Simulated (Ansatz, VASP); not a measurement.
## Two plane-wave programs on PbSe

```
Pb Se
1.0
     0.04074    3.42320    3.42320
     3.42320    0.04074    3.42320
     3.46394    3.46394    0.00000
Pb Se
1 1
Direct
  0.00234 0.00234 0.99766
  0.24766 0.24766 0.25234
```

Change from the starting cell: shear_xy strain +2.4%.

Alike in both runs: task single point; functional PBE; k mesh 6 × 6 × 6; occupations fermi-dirac, width 0.02 eV; no spin polarisation.

|  | VASP | Ansatz |
| --- | --- | --- |
| version | VASP 6.6.1 | Ansatz 0.2.0 |
| potentials or method | VASP PAW PBE potentials, release 64 (Pb_d, Se) | plane waves, PAW |
| plane-wave cutoff (eV) | 520 | 420 |
| valence electrons in the cell | 20 | 30 |

```csv
,VASP,Ansatz,Ansatz less VASP
gap on the k mesh at the Fermi level (eV),0.75,0.75,-0.001
pressure (GPa),0.7,0.7,+0.01
"traceless stress, the component that is largest in VASP (GPa)",0.14,0.15,+0.003
```

VASP's potentials hold 20 valence electrons a cell and Ansatz's 30, so a difference there can come from the potentials and not from the codes.

Neither program's run includes spin-orbit coupling.
